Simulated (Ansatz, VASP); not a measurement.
BN in VASP and in Ansatz

```
CELL_PARAMETERS angstrom
2.54101 0.00000 0.00000
-1.27051 2.20058 0.00000
0.00000 0.00000 10.50825
ATOMIC_POSITIONS crystal
B 0.00000 0.00000 0.00000
B 0.33333 0.66667 0.20000
B 0.00000 0.00000 0.40000
B 0.66667 0.33333 0.60000
B 0.33333 0.66667 0.80000
N 0.00000 0.00000 0.15000
N 0.33333 0.66667 0.35000
N 0.00000 0.00000 0.55000
N 0.66667 0.33333 0.75000
N 0.33333 0.66667 0.95000
```

Alike in both runs: task relaxation of cell and atoms; functional PBEsol; k mesh 12 × 12 × 3; occupations gaussian, width 0.02 eV; no spin polarisation.

|  | VASP | Ansatz |
| --- | --- | --- |
| version | VASP 6.6.1 | Ansatz 0.2.0 |
| potentials or method | VASP PAW PBE potentials, release 64 (B, N), cutoff 600 eV | scalar-relativistic, plane waves, PAW |
| valence electrons in the cell | 40 | 40 |

Ansatz gave:

| Quantity | Value |
| --- | --- |
| gap on the k mesh at the Fermi level, each at its own relaxed structure (eV) | 4.83 |
| relaxed volume (Å³/atom) | 5.87 |
| relaxed cell length with the largest relative difference (Å) | 2.546 |

Task: What did VASP give for the same quantities?

Result: gap on the k mesh at the Fermi level, each at its own relaxed structure (eV): 4.82; relaxed volume (Å³/atom): 5.87; relaxed cell length with the largest relative difference (Å): 2.547.

VASP's potentials were made for PBE, not for PBEsol.
